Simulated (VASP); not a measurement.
# WC (Fm-3m) in VASP: a series of runs, part 2 of 2

VASP 6.6.1. Earlier steps stand in the parts before.

## Step 3: Single point, HSE06

This run uses another cell than the first one, of 9.91 Å³/atom, 0.940 times its volume.

The input, POSCAR:

```
WC
1.0
    0.0000000000      2.1479227872      2.1479227872
    2.1479227872      0.0000000000      2.1479227872
    2.1479227872      2.1479227872      0.0000000000
W C
1 1
Direct
    0.0000000000      0.0000000000      0.0000000000
    0.5000000000      0.5000000000      0.5000000000
```

The input, INCAR.step1:

```
PREC = Accurate
ENCUT = 520
EDIFF = 1E-5
ISMEAR = -1
SIGMA = 0.05
LREAL = F
LASPH = T
NELM = 100
ALGO = Normal
ISIF = 2
LWAVE = T
LCHARG = F
NBANDS = 16
GGA = PE
```

The input, INCAR.step2:

```
PREC = Accurate
ENCUT = 520
EDIFF = 1E-6
ISMEAR = -1
SIGMA = 0.05
LREAL = F
LASPH = T
NELM = 100
ALGO = Normal
ISIF = 2
LWAVE = F
LCHARG = F
GGA = PE
LHFCALC = T
HFSCREEN = 0.2079
PRECFOCK = Normal
NBANDS = 16
ISTART = 1
```

The input, KPOINTS:

```
Automatic mesh
0
Gamma
  6 6 6
```

Potentials or basis: VASP PAW PBE potentials, release 64 (W_sv, C).

Command:

```sh
$ cat potpaw_PBE.64/W_sv/POTCAR potpaw_PBE.64/C/POTCAR > POTCAR
$ cp INCAR.step1 INCAR
$ mpirun -np 1 vasp_std > vasp.out
$ cp INCAR.step2 INCAR
$ mpirun -np 1 vasp_std > vasp.out
```

OUTCAR:

```text
PREC = Accurate
   ENCUT = 520
   EDIFF = 1E-6
   ISMEAR = -1
   LREAL = F
   LASPH = T
   NELM = 100
   ISIF = 2
   GGA = PE
   LHFCALC = T
   HFSCREEN = 0.2079
   PRECFOCK = Normal
   ISTART = 1

 ion  position               nearest neighbor table
   1  0.000  0.000  0.000-   2 2.15   2 2.15   2 2.15   2 2.15   2 2.15   2 2.15
   2  0.500  0.500  0.500-   1 2.15   1 2.15   1 2.15   1 2.15   1 2.15   1 2.15

  LATTYP: Found a face centered cubic cell.
 ALAT       =     4.2958455744

  Lattice vectors:

 A1 = (   0.0000000000,   2.1479227872,   2.1479227872)
 A2 = (   2.1479227872,   0.0000000000,   2.1479227872)
 A3 = (   2.1479227872,   2.1479227872,   0.0000000000)

Analysis of symmetry for initial positions (statically):
=====================================================================
 Subroutine PRICEL returns:
 Original cell was already a primitive cell.

 Routine SETGRP: Setting up the symmetry group for a
 face centered cubic supercell.

 Subroutine GETGRP returns: Found 48 space group operations
 (whereof 48 operations were pure point group operations)
 out of a pool of 48 trial point group operations.

The static configuration has the point symmetry O_h .

Analysis of symmetry for dynamics (positions and initial velocities):
=====================================================================
 Subroutine PRICEL returns:
 Original cell was already a primitive cell.

 Routine SETGRP: Setting up the symmetry group for a
 face centered cubic supercell.

 Subroutine GETGRP returns: Found 48 space group operations
 (whereof 48 operations were pure point group operations)
 out of a pool of 48 trial point group operations.

The dynamic configuration has the point symmetry O_h .

 Subroutine INISYM returns: Found 48 space group operations
 (whereof 48 operations are pure point group operations),
 and found     1 'primitive' translations

----------------------------------------------------------------------------------------

                                     Primitive cell

  volume of cell :      19.8192

  direct lattice vectors                    reciprocal lattice vectors
     0.000000000  2.147922787  2.147922787    -0.232783042  0.232783042  0.232783042
     2.147922787  0.000000000  2.147922787     0.232783042 -0.232783042  0.232783042
     2.147922787  2.147922787  0.000000000     0.232783042  0.232783042 -0.232783042

  length of vectors
     3.037621537  3.037621537  3.037621537     0.403192056  0.403192056  0.403192056

  position of ions in fractional coordinates (direct lattice)
     0.000000000  0.000000000  0.000000000
     0.500000000  0.500000000  0.500000000

  ion indices of the primitive-cell ions
   primitive index   ion index
                 1           1
                 2           2

[... 22 lines left out ...]
 ===========================================

 Found     16 irreducible k-points:

 Following reciprocal coordinates:
            Coordinates               Weight
  0.000000  0.000000  0.000000      1.000000
  0.166667  0.000000  0.000000      8.000000
  0.333333  0.000000  0.000000      8.000000
  0.500000  0.000000  0.000000      4.000000
  0.166667  0.166667  0.000000      6.000000
  0.333333  0.166667  0.000000     24.000000
[... 8 lines left out ...]
 -0.333333  0.333333  0.166667     24.000000
 -0.333333  0.500000  0.166667     12.000000
   k-points           NKPTS =     16   k-points in BZ     NKDIM =    216   number of bands    NBANDS=     16
   number of dos      NEDOS =    301   number of ions     NIONS =      2
   total plane-waves  NPLWV =  13824
   dimension x,y,z NGX =    24 NGY =   24 NGZ =   24
   dimension x,y,z NGXF=    48 NGYF=   48 NGZF=   48
   ions per type =               1   1
   NGX,Y,Z   is equivalent  to a cutoff of  13.13, 13.13, 13.13 a.u.
   NGXF,Y,Z  is equivalent  to a cutoff of  26.27, 26.27, 26.27 a.u.
 SYSTEM =  unknown system
   PREC   = accura    normal or accurate (medium, high low for compatibility)
   ISTART =      1    job   : 0-new  1-cont  2-samecut
   ICHARG =      0    charge: 1-file 2-atom 10-const
   ISPIN  =      1    spin polarized calculation?
   LNONCOLLINEAR =      F non collinear calculations
   LSORBIT =      F    spin-orbit coupling
   LASPH  =      T    aspherical Exc in radial PAW
   ENCUT  =  520.0 eV  38.22 Ry    6.18 a.u.   5.65  5.65  5.65*2*pi/ulx,y,z
   NELM   =    100;   NELMIN=  2; NELMDL=  0     # of ELM steps
   EDIFF  = 0.1E-05   stopping-criterion for ELM
   LREAL  =      F    real-space projection
   EDIFFG = 0.1E-04   stopping-criterion for IOM
   NSW    =      0    number of steps for IOM
   IBRION =     -1    ionic relax: 0-MD 1-quasi-New 2-CG
   NFREE  =      0    steps in history (QN), initial steepest desc. (CG)
   ISIF   =      2    stress and relaxation
   ISYM   =      3    0-nonsym 1-usesym 2-fastsym
   POTIM  = 0.5000    time-step for ionic-motion
   TEBEG  =    0.0;   TEEND  =   0.0 temperature during run
   PSTRESS=    0.0 pullay stress
   NELECT =      18.0000    total number of electrons
   NUPDOWN=      -1.0000    fix difference up-down
   EMIN   =  10.00;   EMAX   =-10.00  energy-range for DOS
   EFERMI =   0.00;   METHOD = LEGACY
   ISMEAR =    -1;   SIGMA  =   0.05  broadening in eV -4-tet -1-fermi 0-gaus
   EFERMI_NEDOS =   21; number of points for ismear=-14 and -15
   IALGO  =     38    algorithm
   IMIX   =      1    mixing-type and parameters
     AMIX     =   0.40;   BMIX     =  1.00
     AMIX_MAG =   1.60;   BMIX_MAG =  1.00
  volume/ion in A,a.u.               =       9.91        66.87
  Fermi-wavevector in a.u.,A,eV,Ry     =   1.585393  2.995959 34.197859  2.513472
  Thomas-Fermi vector in A             =   2.684865
   LORBIT       =      0    0 simple, 1 ext, 2 COOP (PROOUT), +10 PAW based schemes
   GGA     = PE    functional components
   LHFCALC =     T    Hartree Fock is set to
   PRECFOCK=normal    Normal, Fast or Accurate (Low or Medium for compatibility)
   ENCUT4O =  -1.0   cutoff for four orbital integrals eV
   NKREDX  =     1    reduce k-point grid by
   NKREDY  =     1    reduce k-point grid by
   NKREDZ  =     1    reduce k-point grid by
   AEXX    =    0.2500 exact exchange contribution
   HFSCREEN=    0.2079 screening length (either q_TF or 0.3 A-1)
   HFSCREENC=   0.2079 screening length for correlation (either q_TF or 0.3 A-1)
   ENCUTFOCK=  -1.0 apply spherical cutoff to Coloumb kernel
   IVDW    =     0    specifies the selected vdW correction
   LEPSILON=     F    determine dielectric tensor
   LRPA    =     F    only Hartree local field effects (RPA)
 non-spin polarized calculation
  energy-cutoff  :      520.00
  volume of cell :       19.82
 maximum number of plane-waves:       544
 NGX is ok and might be reduce to    24
  NGX = 18; NGY = 18; NGZ = 18

 number of electron      17.9999999 magnetization

 Free energy of the ion-electron system (eV)
  ---------------------------------------------------
  ext. energy  EPLUGINS =         0.00000000
  ---------------------------------------------------
  free energy    TOTEN  =       -24.77221905 eV

  energy without entropy =      -24.76434069  energy(sigma->0) =      -24.76827987

 E-fermi :  13.3562     XC(G=0): -11.4302

 val. band max:       13.2816343686   @ k =  -0.3333   0.1667   0.0000
 cond. band min:      13.6877872644   @ k =  -0.3333   0.3333   0.1667
 fundamental gap:      0.4061528957
 Fermi energy:        13.3562485095

 k-point     1 :       0.0000    0.0000    0.0000
  band No.  band energies     occupation
      1     -66.3212      2.00000
      2     -28.7956      2.00000
      3     -28.7956      2.00000
      4     -28.7956      2.00000
      5      -5.0590      2.00000
      6       9.9006      2.00000
[... 281 lines left out ...]
      3     -29.2352      2.00000
      4     -29.1168      2.00000
      5      -1.8811      2.00000
      6       5.9853      2.00000
[... 8 lines left out ...]
     15      26.8696      0.00000
     16      29.5376      0.00000

------------------------ aborting loop because EDIFF is reached ----------------------------------------

  FORCE on cell =-STRESS in cart. coord.  units (eV):
  Direction    XX          YY          ZZ          XY          YZ          ZX
  --------------------------------------------------------------------------------------
  -------------------------------------------------------------------------------------
  Total        1.9524771      1.9524771      1.9524771      0.0000000      0.0000000     -0.0000000
  in kB      157.8376271    157.8376271    157.8376271      0.0000000      0.0000000     -0.0000000
  external PRESSURE =     157.8376271 kB  Pullay stress =       0.0000000 kB

 VOLUME and BASIS-vectors are now :
 -----------------------------------------------------------------------------
  energy-cutoff  :      520.00
  volume of cell :       19.82
      direct lattice vectors                 reciprocal lattice vectors
     0.000000000  2.147922787  2.147922787    -0.232783042  0.232783042  0.232783042
     2.147922787  0.000000000  2.147922787     0.232783042 -0.232783042  0.232783042
     2.147922787  2.147922787  0.000000000     0.232783042  0.232783042 -0.232783042

 POSITION                                       TOTAL-FORCE (eV/Angst)
 -----------------------------------------------------------------------------------
      0.00000      0.00000      0.00000         0.000000      0.000000      0.000000
      2.14792      2.14792      2.14792        -0.000000     -0.000000     -0.000000
 -----------------------------------------------------------------------------------
    total drift:                                0.000000      0.000000      0.000000

  FREE ENERGIE OF THE ION-ELECTRON SYSTEM (eV)
  ---------------------------------------------------
  free  energy   TOTEN  =       -24.7722190488 eV

  energy  without entropy=      -24.7643406887  energy(sigma->0) =      -24.76827987
```

It took 16 min on 1 thread of AMD EPYC 9R45 (Zen 5), shared host; peak memory 0.23 GiB.

What came out:

```
Free energy            : -24.7722 eV
Pressure               : 15.8 GPa
Band gap on the k mesh : zero (band 9 reaches 14.80 eV, above the bottom of band 10 at 11.12 eV)
```

Levels at points of the mesh, in eV from the Fermi level:
```csv
k point,band 5,band 6,band 7,band 8,band 9,band 10,band 11,band 12,band 13,band 14
"(0.00, 0.00, 0.00)",-18.42,-3.46,-3.46,-3.46,-1.46,-1.46,-1.46,-1.05,-1.05,8.09
"(0.50, 0.00, 0.00)",-12.98,-11.70,-8.05,-8.05,1.44,1.44,3.18,5.43,10.62,10.62
"(0.50, 0.50, 0.00)",-16.02,-7.09,-6.72,-3.20,-3.20,1.31,3.06,3.06,6.86,9.04
```

Caveat: the k points lie up to 0.42 Å⁻¹ apart; the PAW data sets were made with another functional, which shifts forces and pressure a little; spin-orbit coupling is left out, which moves the levels of the heavy elements.
